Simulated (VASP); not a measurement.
# Ge (Fd-3m) in VASP: a series of runs, part 2 of 2

VASP 6.6.1. The steps go on from the part before.

**4. Single point, PBE (volume scaled by 0.88)**

INCAR

```
SYSTEM = Ge
  PREC = Accurate
  ENCUT = 520
  EDIFF = 1E-6
  ISMEAR = -1
  SIGMA = 0.05
  LREAL = .FALSE.
  LASPH = .TRUE.
  NELM = 100
  ALGO = Normal
  ISIF = 2
  LWAVE = .FALSE.
  LCHARG = .TRUE.
  GGA = PE
  LELF = .TRUE.
  LVHAR = .TRUE.
  NBANDS = 21
```

KPOINTS

```
Automatic mesh
0
G
  9 9 9
  0 0 0
```

POSCAR

```
Ge
1.0
    0.0000000000      2.7655845373      2.7655845373
    2.7655845373      0.0000000000      2.7655845373
    2.7655845373      2.7655845373      0.0000000000
Ge
2
Direct
    0.5000000000      0.5000000000      0.5000000000
    0.7500000000      0.7500000000      0.7500000000
```

Potentials or basis: VASP PAW PBE potentials, release 64 (Ge_d).

Launch:

```console
> cat potpaw_PBE.64/Ge_d/POTCAR > POTCAR
> mpirun -np 1 vasp_std > vasp.out
```

OUTCAR:

```text
SYSTEM = Ge
   PREC = Accurate
   ENCUT = 520
   EDIFF = 1E-6
   ISMEAR = -1
   LREAL = .FALSE.
   LASPH = .TRUE.
   NELM = 100
   ISIF = 2
   GGA = PE

 ion  position               nearest neighbor table
   1  0.500  0.500  0.500-   2 2.40   2 2.40   2 2.40   2 2.40
   2  0.750  0.750  0.750-   1 2.40   1 2.40   1 2.40   1 2.40

  LATTYP: Found a face centered cubic cell.
 ALAT       =     5.5311690746

  Lattice vectors:

 A1 = (   0.0000000000,   2.7655845373,   2.7655845373)
[... 190 lines left out ...]
      3     -19.2444      2.00000
      4     -19.2026      2.00000
      5     -19.2026      2.00000
      6     -18.9525      2.00000
[... 565 lines left out ...]
     20      18.7142      0.00000
     21      18.8503      0.00000

 [... further k-points ...]
[... 5 lines left out ...]
  --------------------------------------------------------------------------------------
  -------------------------------------------------------------------------------------
  Total        2.5276979      2.5276979      2.5276979     -0.0000000     -0.0000000     -0.0000000
  in kB       95.7293132     95.7293132     95.7293132     -0.0000000     -0.0000000     -0.0000000
  external PRESSURE =      95.7293132 kB  Pullay stress =       0.0000000 kB

 VOLUME and BASIS-vectors are now :
 -----------------------------------------------------------------------------
  energy-cutoff  :      520.00
  volume of cell :       42.30
      direct lattice vectors                 reciprocal lattice vectors
     0.000000000  2.765584537  2.765584537    -0.180793606  0.180793606  0.180793606
     2.765584537  0.000000000  2.765584537     0.180793606 -0.180793606  0.180793606
     2.765584537  2.765584537  0.000000000     0.180793606  0.180793606 -0.180793606

 POSITION                                       TOTAL-FORCE (eV/Angst)
 -----------------------------------------------------------------------------------
      2.76558      2.76558      2.76558         0.000000      0.000000      0.000000
      4.14838      4.14838      4.14838        -0.000000     -0.000000     -0.000000
 -----------------------------------------------------------------------------------
    total drift:                                0.000000     -0.000000     -0.000000

  FREE ENERGIE OF THE ION-ELECTRON SYSTEM (eV)
  ---------------------------------------------------
  free  energy   TOTEN  =        -8.8850878074 eV

  energy  without entropy=       -8.8849727628  energy(sigma->0) =       -8.88503029
```

OSZICAR:

```text
N       E                     dE             d eps       ncg     rms          rms(c)
DAV:   1     0.197555967640E+03    0.19756E+03   -0.14513E+04  1659   0.373E+03
DAV:   2     0.197098226619E+02   -0.17785E+03   -0.17171E+03  1475   0.656E+02
DAV:   3    -0.801023423351E+01   -0.27720E+02   -0.27517E+02  1675   0.144E+02
DAV:   4    -0.898022091706E+01   -0.96999E+00   -0.96950E+00  1660   0.319E+01
DAV:   5    -0.899596035157E+01   -0.15739E-01   -0.15739E-01  1650   0.447E+00    0.352E+00
DAV:   6    -0.892134443488E+01    0.74616E-01   -0.25959E-02  1702   0.135E+00    0.208E+00
DAV:   7    -0.888317941453E+01    0.38165E-01   -0.57843E-02  1797   0.198E+00    0.152E-01
DAV:   8    -0.888490030801E+01   -0.17209E-02   -0.56818E-03  1605   0.790E-01    0.445E-02
DAV:   9    -0.888508094503E+01   -0.18064E-03   -0.22786E-04  1650   0.148E-01    0.145E-02
DAV:  10    -0.888508620799E+01   -0.52630E-05   -0.17580E-05  1845   0.558E-02    0.651E-03
DAV:  11    -0.888508758435E+01   -0.13764E-05   -0.38716E-06  1335   0.216E-02    0.202E-03
DAV:  12    -0.888508780737E+01   -0.22302E-06   -0.27441E-07  1131   0.386E-03
   1 F= -.88850878E+01 E0= -.88850303E+01  d E =-.115045E-03
```

stdout:

```text
POSCAR found type information on POSCAR Ge
 POSCAR found :  1 types and       2 ions
 scaLAPACK will be used
 LDA part: xc-table for (Slater+PW92), standard interpolation
 POSCAR, INCAR and KPOINTS ok, starting setup
 FFT: planning ... GRIDC
 FFT: planning ... GRID_SOFT
 FFT: planning ... GRID
 WAVECAR not read
 entering main loop
```

Run time: 27 s. Hardware: 1 thread of Intel Xeon Platinum 8259CL at 2.50GHz (Skylake/Cascade Lake), shared host; peak memory 0.17 GiB.

What came out:

- Free energy: -8.8851 eV
- Pressure: 9.6 GPa
- Band gap on the k mesh: 0.43 eV, indirect (least direct gap 0.67 eV)

Levels at points of the mesh, in eV from the valence-band top:
```tsv
k point	band 12	band 13	band 14	band 15	band 16	band 17
(0.00, 0.00, 0.00)	0.00	0.00	0.00	0.67	2.58	2.58
```

**5. Single point, PBE (volume scaled by 0.92)**

INCAR

```
SYSTEM = Ge
PREC = Accurate ; ENCUT = 520
EDIFF = 1E-7 ; ISMEAR = -1
SIGMA = 0.05 ; LREAL = .False.
LASPH = .True. ; NELM = 100
ALGO = Normal ; ISIF = 2
LWAVE = .False. ; LCHARG = .False.
GGA = PE ; NBANDS = 21
```

KPOINTS

```
regular mesh
0
Gamma
  9 9 9
  0 0 0
```

POSCAR

```
Ge
1.0
    0.0000000000      2.8068680049      2.8068680049
    2.8068680049      0.0000000000      2.8068680049
    2.8068680049      2.8068680049      0.0000000000
Ge
2
Direct
    0.5000000000      0.5000000000      0.5000000000
    0.7500000000      0.7500000000      0.7500000000
```

Launch:

```console
> cat potpaw_PBE.64/Ge_d/POTCAR > POTCAR
> mpirun -np 1 vasp_std > vasp.out
```

It took 27 s on 1 thread of Intel Xeon Platinum 8259CL at 2.50GHz (Skylake/Cascade Lake), shared host; peak memory 0.17 GiB.

It converged, with:

| Property | Result |
| --- | --- |
| Free energy | -8.9746 eV |
| Pressure | 5.4 GPa |
| Band gap on the k mesh | 0.25 eV, direct |

Levels at points of the mesh, in eV from the valence-band top:
```csv
k point,band 12,band 13,band 14,band 15,band 16,band 17
"(0.00, 0.00, 0.00)",0.00,0.00,0.00,0.25,2.56,2.56
```

 A k mesh can miss the band edges.

**6. Single point, PBE (volume scaled by 0.96)**

INCAR

```
SYSTEM = Ge
PREC = Accurate
ENCUT = 520
EDIFF = 1E-6
ISMEAR = -1
SIGMA = 0.05
LREAL = .FALSE.
LASPH = .TRUE.
NELM = 60
ALGO = Normal
ISIF = 2
LWAVE = .FALSE.
LCHARG = .TRUE.
GGA = PE
LELF = .TRUE.
LVHAR = .TRUE.
NBANDS = 21
```

KPOINTS

```
Automatic mesh
0
G
  9 9 9
  0 0 0
```

POSCAR

```
Ge
1.0
    0.0000000000      2.8469715374      2.8469715374
    2.8469715374      0.0000000000      2.8469715374
    2.8469715374      2.8469715374      0.0000000000
Ge
2
Direct
    0.5000000000      0.5000000000      0.5000000000
    0.7500000000      0.7500000000      0.7500000000
```

Potentials or basis: VASP PAW PBE potentials, release 64 (Ge_d).

Launch:

```console
> cat potpaw_PBE.64/Ge_d/POTCAR > POTCAR
> mpirun -np 1 vasp_std > vasp.out
```

Wall time 27 s (1 thread of Intel Xeon Platinum 8259CL at 2.50GHz (Skylake/Cascade Lake), shared host); peak memory 0.17 GiB.

Results (log left out):

```yaml
Free_energy: -9.0202 eV
Pressure: 2.2 GPa
Band_gap_on_the_k_mesh: zero (filled and empty bands touch)
```

Levels at points of the mesh, in eV from the Fermi level:
| k point | band 12 | band 13 | band 14 | band 15 | band 16 | band 17 |
| --- | --- | --- | --- | --- | --- | --- |
| (0.00, 0.00, 0.00) | -0.15 | -0.01 | -0.01 | -0.01 | 2.53 | 2.53 |

**7. Overview**

| task | cell | k mesh | cutoff (eV) | gap on the mesh (eV) | pressure (GPa) |
| --- | --- | --- | --- | --- | --- |
| single point | a = 4.081 Å, angles 60.0°, 2 atoms | 5 × 5 × 5 | 520 | none | -0.1 |
| relaxation of cell and atoms | relaxed from a = 4.000 Å, angles 60.0°, 2 atoms | 5 × 5 × 5 | 600 | none | 0.0 |
| single point | a = 3.911 Å, angles 60.0°, 2 atoms | 9 × 9 × 9 | 520 | 0.43 | 9.6 |
| single point | a = 3.970 Å, angles 60.0°, 2 atoms | 9 × 9 × 9 | 520 | 0.25 | 5.4 |
| single point | a = 4.026 Å, angles 60.0°, 2 atoms | 9 × 9 × 9 | 520 | none | 2.2 |

Alike in all rows: level PBE; potentials or basis VASP PAW PBE potentials, release 64 (Ge_d); no spin polarisation; smearing fermi-dirac 0.05 eV.

Caveats: some runs use coarse meshes.

Absolute energies hang on the potentials; compare differences alone.
